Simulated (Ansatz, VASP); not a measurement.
Al4Fe3: VASP beside Ansatz

```
Al Fe
1.0
     2.84501    0.00000    0.00000
     0.00000    2.84501    0.00000
     0.00000    0.00000   23.53502
Al Fe
4 3
Direct
  0.00000 0.00000 0.32457
  0.00000 0.00000 0.43881
  0.00000 0.00000 0.56119
  0.00000 0.00000 0.67543
  0.50000 0.50000 0.37680
  0.50000 0.50000 0.50000
  0.50000 0.50000 0.62320
```

Alike in both runs: functional PBEsol; k mesh 12 × 12 × 1; occupations gaussian, width 0.1 eV; collinear spin.

Ansatz relaxed the structure, and its values are those at the end. VASP's run is a single point on that final structure, the one shown.

|  | VASP | Ansatz |
| --- | --- | --- |
| version | VASP 6.6.1 | Ansatz 0.2.0 |
| potentials or method | VASP PAW PBE potentials, release 64 (Al, Fe), cutoff 520 eV | scalar-relativistic, plane waves, PAW |
| valence electrons in the cell | 36 | 60 |

|  | VASP | Ansatz | Ansatz less VASP |
| --- | --- | --- | --- |
| gap on the k mesh at the Fermi level (eV) | none | none | - |
| rms of the force components (eV/Å) | 0.006 | 0.001 | -0.0050 |
| net moment per atom (μB) | 0.15 | 0.15 | +0.001 |
| size of the moment on the site where the two differ most (μB) | 0.14 | 0.14 | -0.002 |

VASP's potentials were made for PBE, not for PBEsol. Site moments also hang on the region over which each program counts them. A gap of «none» marks a metal or a gap that the smearing closes. With one functional, cell and mesh, what is left measures potentials, basis and numerics. VASP's potentials hold 36 valence electrons a cell and Ansatz's 60, so a difference there can come from the potentials and not from the codes.
